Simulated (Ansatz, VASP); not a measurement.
CsH in VASP and in Ansatz

```
Cs H
1.0
     0.00000    3.18800    3.18800
     3.18800    0.00000    3.18800
     3.18800    3.18800    0.00000
Cs H
1 1
Direct
  0.02745 0.02745 0.97255
  0.50000 0.50000 0.50000
```

Change from the starting cell: all Cs atoms moved +0.175 Å, as atom 1 along Cartesian [0 0 1].

Alike in both runs: task single point; functional r2SCAN; k mesh 6 × 6 × 6; occupations gaussian, width 0.05 eV; no spin polarisation.

|  | VASP | Ansatz |
| --- | --- | --- |
| version | VASP 6.6.1 | Ansatz 0.2.0 |
| potentials or method | VASP PAW PBE potentials, release 64 (Cs_sv, H), cutoff 520 eV | scalar-relativistic, plane waves, PAW |
| valence electrons in the cell | 10 | 10 |

Ansatz gave:

| Quantity | Value |
| --- | --- |
| gap on the k mesh at the Fermi level (eV) | 2.71 |
| least direct gap on the mesh (eV) | 2.71 |
| pressure (GPa) | 0.1 |
| traceless stress, the component that is largest in VASP (GPa) | 0.22 |
| rms of the force components (eV/Å) | 0.065 |

**Question.** Estimate VASP's values.

**Answer.** gap on the k mesh at the Fermi level (eV): 2.69; least direct gap on the mesh (eV): 2.69; pressure (GPa): 0.1; traceless stress, the component that is largest in VASP (GPa): 0.22; rms of the force components (eV/Å): 0.066.

VASP's potentials were made for PBE, not for r2SCAN. Atom by atom the forces differ by 0.001 eV/Å (rms over components).

Neither program's run includes spin-orbit coupling.
